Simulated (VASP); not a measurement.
# HfZr2Se4 (C2/m) in VASP: relaxation of cell and atoms with PBE

Aim: the relaxation of cell and atoms of HfZr2Se4 with PBE.

All numbers are computed with VASP 6.6.1; they aren't measurements. Logs are shortened: lines on timing, memory, paths and dates and some standing lists are left out, and cuts for length are marked.

**1. The cell of the first run**

Symmetry: C2/m, No. 12, monoclinic system. Conventional cell: a = 14.420 Å, b = 3.780 Å, c = 6.550 Å, α = 90.00°, β = 117.00°, γ = 90.00°. Within 3.4 Å of Zr (site symmetry m) lie 6 Se at 2.61 to 2.79 Å and 1 Hf at 3.28 Å. Hf (site symmetry 2/m) has 6 Se at 2.67 to 2.78 Å and 2 Zr at 3.28 Å within 3.5 Å. Within 3.4 Å of Se (site symmetry m) lie 3 Zr at 2.61 to 2.67 Å and 2 Hf at 2.78 Å. Within 3.5 Å of Se (site symmetry m) lie 1 Hf at 2.67 Å and 3 Zr at 2.71 to 2.79 Å.

**2. Relaxation of cell and atoms, PBE (atoms taken out)**

File INCAR:

```
PREC = Accurate
ENCUT = 600
EDIFF = 1E-6
ISMEAR = 0
SIGMA = 0.15
LREAL = False
LASPH = True
NELM = 60
ALGO = Normal
ISIF = 3
LWAVE = False
LCHARG = False
GGA = PE
IBRION = 2
NSW = 36
EDIFFG = -0.08
```

File KPOINTS:

```
regular mesh
0
Gamma
  3 3 2
```

File POSCAR:

```
HfZr2Se4
1.0
    7.2100000000     -1.8900000000      0.0000000000
    7.2100000000      1.8900000000      0.0000000000
   -2.9736377700      0.0000000000      5.8360927300
Zr Hf Se
2 1 4
Direct
    0.2550000000      0.2550000000      0.2550000000
    0.7450000000      0.7450000000      0.7450000000
    0.0000000000      0.0000000000      0.0000000000
    0.3650000000      0.3650000000      0.0300000000
    0.6350000000      0.6350000000      0.9700000000
    0.1200000000      0.1200000000      0.4530000000
    0.8800000000      0.8800000000      0.5470000000
```

Potentials or basis: VASP PAW PBE potentials, release 64 (Zr_sv, Hf_pv, Se).

Run with:

```sh
$ cat potpaw_PBE.64/Zr_sv/POTCAR potpaw_PBE.64/Hf_pv/POTCAR potpaw_PBE.64/Se/POTCAR > POTCAR
$ mpirun -np 1 vasp_std > vasp.out
```

OUTCAR:

```text
PREC = Accurate
   ENCUT = 600
   EDIFF = 1E-6
   ISMEAR = 0
   LREAL = False
   LASPH = True
   NELM = 60
   ISIF = 3
   GGA = PE
   IBRION = 2
   NSW = 36
   EDIFFG = -0.08

 ion  position               nearest neighbor table
   1  0.255  0.255  0.255-   4 2.61   5 2.67   5 2.67   7 2.71   7 2.71   6 2.79   3 3.28   2 3.78
                             2 3.78   2 3.78   2 3.78
   2  0.745  0.745  0.745-   5 2.61   4 2.67   4 2.67   6 2.71   6 2.71   7 2.79   3 3.28   1 3.78
                             1 3.78   1 3.78   1 3.78
   3  0.000  0.000  0.000-   6 2.67   7 2.67   5 2.78   5 2.78   4 2.78   4 2.78   1 3.28   2 3.28

   4  0.365  0.365  0.030-   1 2.61   2 2.67   2 2.67   3 2.78   3 2.78
   5  0.635  0.635  0.970-   2 2.61   1 2.67   1 2.67   3 2.78   3 2.78
   6  0.120  0.120  0.453-   3 2.67   2 2.71   2 2.71   1 2.79
   7  0.880  0.880  0.547-   3 2.67   1 2.71   1 2.71   2 2.79

  LATTYP: Found a base centered monoclinic cell.
 ALAT       =    14.4200000000
 B/A-ratio  =     0.2621359223
 C/A-ratio  =     0.4542302355
 COS(beta)  =    -0.4539904996

  Lattice vectors:

 A1 = (   7.2100000000,  -1.8900000000,   0.0000000000)
 A2 = (   7.2100000000,   1.8900000000,   0.0000000000)
 A3 = (  -2.9736377700,   0.0000000000,   5.8360927300)

Analysis of symmetry for initial positions (statically):
=====================================================================
 Subroutine PRICEL returns:
 Original cell was already a primitive cell.

 Routine SETGRP: Setting up the symmetry group for a
 base centered monoclinic supercell.

 Subroutine GETGRP returns: Found  4 space group operations
 (whereof  4 operations were pure point group operations)
 out of a pool of  4 trial point group operations.

The static configuration has the point symmetry C_2h.

Analysis of symmetry for dynamics (positions and initial velocities):
=====================================================================
 Subroutine PRICEL returns:
 Original cell was already a primitive cell.

 Routine SETGRP: Setting up the symmetry group for a
 base centered monoclinic supercell.

 Subroutine GETGRP returns: Found  4 space group operations
 (whereof  4 operations were pure point group operations)
 out of a pool of  4 trial point group operations.

The dynamic configuration has the point symmetry C_2h.

 Subroutine INISYM returns: Found  4 space group operations
 (whereof  4 operations are pure point group operations),
 and found     1 'primitive' translations

----------------------------------------------------------------------------------------

                                     Primitive cell

  volume of cell :     159.0557

  direct lattice vectors                    reciprocal lattice vectors
     7.210000000 -1.890000000  0.000000000     0.069348128 -0.264550265  0.035334636
     7.210000000  1.890000000  0.000000000     0.069348128  0.264550265  0.035334636
    -2.973637770  0.000000000  5.836092730     0.000000000  0.000000000  0.171347517

  length of vectors
     7.453603156  7.453603156  6.549999995     0.275761748  0.275761748  0.171347517

  position of ions in fractional coordinates (direct lattice)
     0.255000000  0.255000000  0.255000000
     0.745000000  0.745000000  0.745000000
     0.000000000  0.000000000  0.000000000
     0.365000000  0.365000000  0.030000000
     0.635000000  0.635000000  0.970000000
     0.120000000  0.120000000  0.453000000
     0.880000000  0.880000000  0.547000000

  ion indices of the primitive-cell ions
   primitive index   ion index
                 1           1
                 2           2
                 3           3
                 4           4
                 5           5
                 6           6
                 7           7

----------------------------------------------------------------------------------------

 KPOINTS: regular mesh

Automatic generation of k-mesh.
 Grid dimensions read from file:
 generate k-points for:    3    3    2

 Generating k-lattice:

  Cartesian coordinates                     Fractional coordinates (reciprocal lattice)
     0.023116043 -0.088183422  0.011778212     0.333333333  0.000000000  0.000000000
     0.023116043  0.088183422  0.011778212     0.000000000  0.333333333  0.000000000
     0.000000000  0.000000000  0.085673759     0.000000000  0.000000000  0.500000000

  Length of vectors
     0.091920583  0.091920583  0.085673759

  Shift w.r.t. Gamma in fractional coordinates (k-lattice)
     0.000000000  0.000000000  0.000000000

 Subroutine IBZKPT returns following result:
 ===========================================

 Found      8 irreducible k-points:

 Following reciprocal coordinates:
            Coordinates               Weight
  0.000000  0.000000  0.000000      1.000000
  0.333333 -0.000000  0.000000      4.000000
  0.333333  0.333333  0.000000      2.000000
 -0.333333  0.333333  0.000000      2.000000
  0.000000  0.000000  0.500000      1.000000
  0.333333 -0.000000  0.500000      4.000000
  0.333333  0.333333  0.500000      2.000000
 -0.333333  0.333333  0.500000      2.000000
   k-points           NKPTS =      8   k-points in BZ     NKDIM =      8   number of bands    NBANDS=     34
   number of dos      NEDOS =    301   number of ions     NIONS =      7
   total plane-waves  NPLWV = 194400
   dimension x,y,z NGX =    60 NGY =   60 NGZ =   54
   dimension x,y,z NGXF=   120 NGYF=  120 NGZF=  108
   ions per type =               2   1   4
   NGX,Y,Z   is equivalent  to a cutoff of  13.38, 13.38, 13.71 a.u.
   NGXF,Y,Z  is equivalent  to a cutoff of  26.76, 26.76, 27.41 a.u.
 SYSTEM =  unknown system
   PREC   = accura    normal or accurate (medium, high low for compatibility)
   ISTART =      0    job   : 0-new  1-cont  2-samecut
   ICHARG =      2    charge: 1-file 2-atom 10-const
   ISPIN  =      1    spin polarized calculation?
   LNONCOLLINEAR =      F non collinear calculations
   LSORBIT =      F    spin-orbit coupling
   LASPH  =      T    aspherical Exc in radial PAW
   ENCUT  =  600.0 eV  44.10 Ry    6.64 a.u.  14.89 14.89 13.08*2*pi/ulx,y,z
   NELM   =     60;   NELMIN=  2; NELMDL= -5     # of ELM steps
   EDIFF  = 0.1E-05   stopping-criterion for ELM
   LREAL  =      F    real-space projection
   EDIFFG = -.8E-01   stopping-criterion for IOM
   NSW    =     36    number of steps for IOM
   IBRION =      2    ionic relax: 0-MD 1-quasi-New 2-CG
   NFREE  =      1    steps in history (QN), initial steepest desc. (CG)
   ISIF   =      3    stress and relaxation
   ISYM   =      2    0-nonsym 1-usesym 2-fastsym
   POTIM  = 0.5000    time-step for ionic-motion
   TEBEG  =    0.0;   TEEND  =   0.0 temperature during run
   PSTRESS=    0.0 pullay stress
   NELECT =      58.0000    total number of electrons
   NUPDOWN=      -1.0000    fix difference up-down
   EMIN   =  10.00;   EMAX   =-10.00  energy-range for DOS
   EFERMI =   0.00;   METHOD = LEGACY
   ISMEAR =     0;   SIGMA  =   0.15  broadening in eV -4-tet -1-fermi 0-gaus
   EFERMI_NEDOS =   21; number of points for ismear=-14 and -15
   IALGO  =     38    algorithm
   IMIX   =      4    mixing-type and parameters
     AMIX     =   0.40;   BMIX     =  1.00
     AMIX_MAG =   1.60;   BMIX_MAG =  1.00
  volume/ion in A,a.u.               =      22.72       153.34
  Fermi-wavevector in a.u.,A,eV,Ry     =   1.169592  2.210209 18.612030  1.367946
  Thomas-Fermi vector in A             =   2.306063
   LORBIT       =      0    0 simple, 1 ext, 2 COOP (PROOUT), +10 PAW based schemes
   GGA     = PE    functional components
   LHFCALC =     F    Hartree Fock is set to
   AEXX    =    0.0000 exact exchange contribution
   IVDW    =     0    specifies the selected vdW correction
   LEPSILON=     F    determine dielectric tensor
   LRPA    =     F    only Hartree local field effects (RPA)
 conjugate gradient relaxation of ions
 non-spin polarized calculation
 Gauss-broadening in eV      SIGMA  =   0.15
  energy-cutoff  :      600.00
  volume of cell :      159.06
 maximum number of plane-waves:      5340
   NGX = 29   NGY = 29   NGZ = 27

--------------------------------------- Ionic step        1  -------------------------------------------

 number of electron      57.9999999 magnetization

 Free energy of the ion-electron system (eV)
  ---------------------------------------------------
  ext. energy  EPLUGINS =         0.00000000
  ---------------------------------------------------
  free energy    TOTEN  =       -49.44223340 eV

  energy without entropy =      -49.38321604  energy(sigma->0) =      -49.41272472

------------------------ aborting loop because EDIFF is reached ----------------------------------------

  FORCE on cell =-STRESS in cart. coord.  units (eV):
  Direction    XX          YY          ZZ          XY          YZ          ZX
  --------------------------------------------------------------------------------------
  -------------------------------------------------------------------------------------
  Total        4.1753495      0.2092963      2.7748609      0.0000000      0.0000000      0.1095583
  in kB       42.0585375      2.1082540     27.9513349      0.0000000      0.0000000      1.1035869
  external PRESSURE =      24.0393755 kB  Pullay stress =       0.0000000 kB
[... 104 lines left out ...]
  FREE ENERGIE OF THE ION-ELECTRON SYSTEM (eV)
  ---------------------------------------------------
  free  energy   TOTEN  =       -49.8172678177 eV

  energy  without entropy=      -49.7617412235  energy(sigma->0) =      -49.78950452

[... ionic steps 4 to 19 ...]

--------------------------------------- Ionic step       20  -------------------------------------------

 number of electron      58.0000000 magnetization

------------------------ aborting loop because EDIFF is reached ----------------------------------------

  FORCE on cell =-STRESS in cart. coord.  units (eV):
  Direction    XX          YY          ZZ          XY          YZ          ZX
  --------------------------------------------------------------------------------------
  -------------------------------------------------------------------------------------
  Total       -0.4259783      0.0188973     -0.2257088      0.0000000      0.0000000     -0.1500584
  in kB       -4.2941751      0.1904989     -2.2753112      0.0000000      0.0000000     -1.5126988
  external PRESSURE =      -2.1263291 kB  Pullay stress =       0.0000000 kB
[... 67 lines left out ...]
  energy  without entropy=      -50.1156193695  energy(sigma->0) =      -50.13133847

--------------------------------------- Ionic step       22  -------------------------------------------

 number of electron      57.9999999 magnetization

 Free energy of the ion-electron system (eV)
  ---------------------------------------------------
  ext. energy  EPLUGINS =         0.00000000
  ---------------------------------------------------
  free energy    TOTEN  =       -50.15122736 eV

  energy without entropy =      -50.12073465  energy(sigma->0) =      -50.13598100

 E-fermi :   6.4114     XC(G=0): -10.2837

 val. band max:        6.3874410724   @ k =   0.3333   0.3333   0.0000
 cond. band min:       6.5050056705   @ k =  -0.3333   0.3333   0.0000
 fundamental gap:      0.1175645980
 Fermi energy:         6.4114385646

 k-point     1 :       0.0000    0.0000    0.0000
  band No.  band energies     occupation
      1     -42.9852      2.00000
      2     -42.9469      2.00000
      3     -25.5601      2.00000
      4     -25.5203      2.00000
      5     -25.3488      2.00000
      6     -21.2072      2.00000
[... 319 lines left out ...]
  FREE ENERGIE OF THE ION-ELECTRON SYSTEM (eV)
  ---------------------------------------------------
  free  energy   TOTEN  =       -50.1512273588 eV

  energy  without entropy=      -50.1207346484  energy(sigma->0) =      -50.13598100

 reached required accuracy - stopping structural energy minimisation
```

Run time: 23 min. Hardware: 1 thread of Intel Xeon Platinum 8488C (Sapphire Rapids), shared host; peak memory 0.5 GiB.

Results:

| Property | Result |
| --- | --- |
| Free energy | -50.1512 eV |
| Relaxed volume | 22.67 Å³/atom |
| Relaxed cell | a = 7.442 Å, b = 7.442 Å, c = 6.745 Å, α = 116.28°, β = 116.28°, γ = 28.53° |
| Space group after relaxing (to 0.1 Å) | C2/m (No. 12) |
| Energy gained by relaxing | 101.3 meV/atom |
| Ionic steps | 22 |
| Pressure after relaxing | 0.0 GPa |
| Largest force after relaxing | 0.064 eV/Å |
| Band gap on the k mesh | zero (bands 29 and 30 overlap by 0.28 eV) |

Forces on the atoms (eV/Å):
```
Zr   0.038  0.000 -0.032
Zr  -0.038  0.000  0.032
Hf   0.000  0.000  0.000
Se  -0.024  0.000  0.011
Se   0.024  0.000 -0.011
Se   0.063  0.000 -0.013
Se  -0.063  0.000  0.013
```

Stress tensor (GPa, compression positive):
```
-0.18  0.00 -0.10
 0.00 -0.12  0.00
-0.10  0.00  0.16
```

Step by step:
| step | energy change (eV) | largest force (eV/Å) | pressure (GPa) | volume (Å³) |
| --- | --- | --- | --- | --- |
| 1 | 0.0000 | 2.1348 | 2.40 | 159.06 |
| 2 | -0.3750 | 0.5590 | -3.57 | 167.00 |
| 3 | -0.3750 | 0.5629 | -3.51 | 166.89 |
| 4 | -0.5223 | 0.5708 | 1.36 | 158.03 |
| 5 | -0.5284 | 0.4570 | 0.46 | 159.42 |
| 6 | -0.5720 | 0.3913 | 0.17 | 159.25 |
| 7 | -0.5868 | 0.3625 | -0.04 | 159.06 |
| 8 | -0.6199 | 0.2121 | -0.17 | 158.76 |
| 9 | -0.6240 | 0.1830 | -0.21 | 158.60 |
| 10 | -0.6361 | 0.1311 | 0.43 | 157.72 |
| 11 | -0.6367 | 0.1829 | 0.61 | 157.47 |
| 12 | -0.6446 | 0.1768 | -0.25 | 158.89 |
| 13 | -0.6448 | 0.1793 | -0.46 | 159.24 |
| 14 | -0.6527 | 0.1641 | -0.38 | 159.20 |
| 15 | -0.6624 | 0.1899 | -0.11 | 159.06 |
| 16 | -0.6734 | 0.1617 | 0.11 | 158.63 |
| 17 | -0.6820 | 0.1822 | 0.60 | 157.79 |
| 18 | -0.6891 | 0.1873 | 0.07 | 158.54 |
| 19 | -0.6914 | 0.1917 | -0.45 | 159.28 |
| 20 | -0.6994 | 0.1506 | -0.21 | 158.93 |
| 21 | -0.7048 | 0.1767 | 0.20 | 158.36 |
| 22 | -0.7090 | 0.0644 | -0.05 | 158.72 |

Final structure:
```
Zr Hf Se
1.0
     7.21213   -1.83374   -0.06789
     7.21213    1.83374   -0.06789
    -3.02463    0.00000    6.02921
Zr Hf Se
2 1 4
Direct
  0.25481 0.25481 0.30404
  0.74519 0.74519 0.69596
  0.00000 0.00000 0.00000
  0.36731 0.36731 0.03380
  0.63269 0.63269 0.96620
  0.10488 0.10488 0.44251
  0.89512 0.89512 0.55749
```

Caveat: the k points lie up to 0.59 Å⁻¹ apart in the final cell; the cell differs from its parent crystal (atoms taken out); spin-orbit coupling is left out, which moves the levels of the heavy elements; the relaxation stopped at a loose force limit of 0.08 eV/Å, so its end isn't a converged minimum.
